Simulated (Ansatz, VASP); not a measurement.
KF: VASP beside Ansatz

INCAR

```
SYSTEM = KF
ALGO = Normal
EDIFF = 1E-8
ENCUT = 520
GGA = PS
ISIF = 2
ISMEAR = -1
LASPH = .True.
LCHARG = .False.
LEFG = .True.
LREAL = .False.
LWAVE = .False.
NBANDS = 15
NELM = 60
PREC = Accurate
SIGMA = 0.01
```

File KPOINTS:

```
k-points
0
Gamma
  9 9 9
  0 0 0
```

The input POSCAR:

```
KF
1.0
    0.0000000000      2.6467650000      2.6735000000
    2.6467650000      0.0000000000      2.6735000000
    2.6467650000      2.6467650000      0.0000000000
K F
1 1
Direct
    0.0000000000      0.0000000000      0.0000000000
    0.5000000000      0.5000000000      0.5000000000
```

Input for Ansatz:

```yaml
crystal:
  lattice:
    - [0.0, 2.646765, 2.6735]
    - [2.646765, 0.0, 2.6735]
    - [2.646765, 2.646765, 0.0]
  atoms:
    - { symbol: K, position: [0.0, 0.0, 0.0] }
    - { symbol: F, position: [0.5, 0.5, 0.5] }
kpoints:
  mp_grid: { grid: [9, 9, 9] }
scf:
  occupations: { method: fermi_dirac, width: 0.01 }
hamiltonian:
  xc: pbesol
  pseudopotentials: { kind: all_electron, datasets: crystal }
output:
  forces: true
  stress: true
  eigenvalues: true
  efg: { contact_densities: true }
```

Change from the starting cell: equal xx and yy strain of -1 %, crystal datasets.

Alike in both runs: task electric field gradients; functional PBEsol; k mesh 9 × 9 × 9; occupations fermi-dirac, width 0.01 eV; no spin polarisation.

|  | VASP | Ansatz |
| --- | --- | --- |
| version | VASP 6.6.1 | Ansatz 0.2.0 |
| potentials or method | VASP PAW PBE potentials, release 64 (K_sv, F), cutoff 520 eV | all-electron PAW with datasets made for the crystal, scalar-relativistic |

|  | VASP | Ansatz | Ansatz less VASP |
| --- | --- | --- | --- |
| gap on the k mesh at the Fermi level (eV) | 6.12 | 6.13 | +0.011 |
| pressure (GPa) | 0.0 | -0.1 | -0.05 |
| traceless stress, the component that is largest in VASP (GPa) | -0.37 | -0.36 | +0.016 |
| size of Vzz on the site where it differs most (V/Å²) | 2.7 | 2.6 | -0.07 |

VASP's potentials were made for PBE, not for PBEsol. Ansatz ran all-electron here, and VASP with PAW potentials.
